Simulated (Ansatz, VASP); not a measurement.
# One calculation of Ti, two programs

INCAR

```
ALGO = Fast
EDIFF = 1E-6
ENCUT = 520
GGA = PS
ISIF = 2
ISMEAR = 0
LASPH = T
LCHARG = T
LELF = T
LREAL = F
LVHAR = T
LWAVE = F
NBANDS = 12
NELM = 60
PREC = Accurate
SIGMA = 0.15
```

KPOINTS

```
k-points
0
Gamma
  26 26 26
```

Contents of POSCAR:

```
Ti
1.0
   -1.6452439646      1.6452439646      1.6051160630
    1.6452439646     -1.6452439646      1.6051160630
    1.6452439646      1.6452439646     -1.6051160630
Ti
1
Direct
    0.0000000000      0.0000000000      0.0000000000
```

Input for Ansatz:

```yaml
crystal:
  lattice:
    - [-1.6452439646, 1.6452439646, 1.605116063]
    - [1.6452439646, -1.6452439646, 1.605116063]
    - [1.6452439646, 1.6452439646, -1.605116063]
  atoms:
    - { symbol: Ti, position: [0.0, 0.0, 0.0] }
basis:
  ecutwfc: 420
kpoints:
  mp_grid: { grid: [26, 26, 26] }
hamiltonian:
  xc: pbesol
scf:
  occupations: { method: gaussian, width: 0.15 }
output:
  forces: true
  stress: true
  eigenvalues: true
  write_density: true
  write_potential: true
  elf: true
  volumetric_format: npy
```

Change from the starting cell: strain +0.025 along x and y, +0.000 along z, atoms carried along.

Alike in both runs: task single point; functional PBEsol; k mesh 26 × 26 × 26; occupations gaussian, width 0.15 eV; no spin polarisation.

|  | VASP | Ansatz |
| --- | --- | --- |
| version | VASP 6.6.1 | Ansatz 0.2.0 |
| potentials or method | VASP PAW PBE potentials, release 64 (Ti_sv), cutoff 520 eV | scalar-relativistic, plane waves, PAW |
| valence electrons in the cell | 12 | 12 |

|  | VASP | Ansatz | Ansatz less VASP |
| --- | --- | --- | --- |
| gap on the k mesh at the Fermi level (eV) | none | none | - |
| pressure (GPa) | -5.3 | -5.1 | +0.26 |
| traceless stress, the component that is largest in VASP (GPa) | -0.45 | -0.45 | 0.000 |

VASP's potentials were made for PBE, not for PBEsol. A gap of «none» marks a metal or a gap that the smearing closes.
